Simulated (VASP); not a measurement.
A run of VASP 6.6.1:

File INCAR:

```
PREC     = Accurate       # precision mode
ENCUT    = 520            # plane-wave cutoff, eV
EDIFF    = 1E-7           # SCF threshold, eV
ISMEAR   = 0              # smearing method
SIGMA    = 0.1            # smearing width, eV
LREAL    = False          # projectors in reciprocal space
LASPH    = True           # aspherical terms in the spheres
NELM     = 80             # most SCF steps
ALGO     = Normal         # electronic algorithm
ISIF     = 2              # what is computed and relaxed
LWAVE    = False          # write WAVECAR
LCHARG   = True           # write CHGCAR
GGA      = PE             # functional
LELF     = True           # ELF
LVHAR    = True         
NBANDS   = 9              # bands
```

The input KPOINTS:

```
regular mesh
0
Gamma
  18 18 18
```

POSCAR

```
S
1.0
    0.0000000000      1.9901821518      1.9901821518
    1.9901821518      0.0000000000      1.9901821518
    1.9901821518      1.9901821518      0.0000000000
S
1
Direct
    0.0000000000      0.0000000000      0.0000000000
```

Potentials or basis: VASP PAW PBE potentials, release 64 (S).

Launch:

```console
$ cat potpaw_PBE.64/S/POTCAR > POTCAR
$ mpirun -np 1 vasp_std > vasp.out
```

Hardware: 1 thread of Intel(R) Xeon(R) 6975P-C (Granite Rapids), with other jobs on the host.

**Question.** How long does it take, and how much memory?

**Answer.** Wall time 12 s on 1 thread of Intel(R) Xeon(R) 6975P-C (Granite Rapids) (shared host), peak memory 0.14 GiB. Counts: scf iterations 12, k points 195.
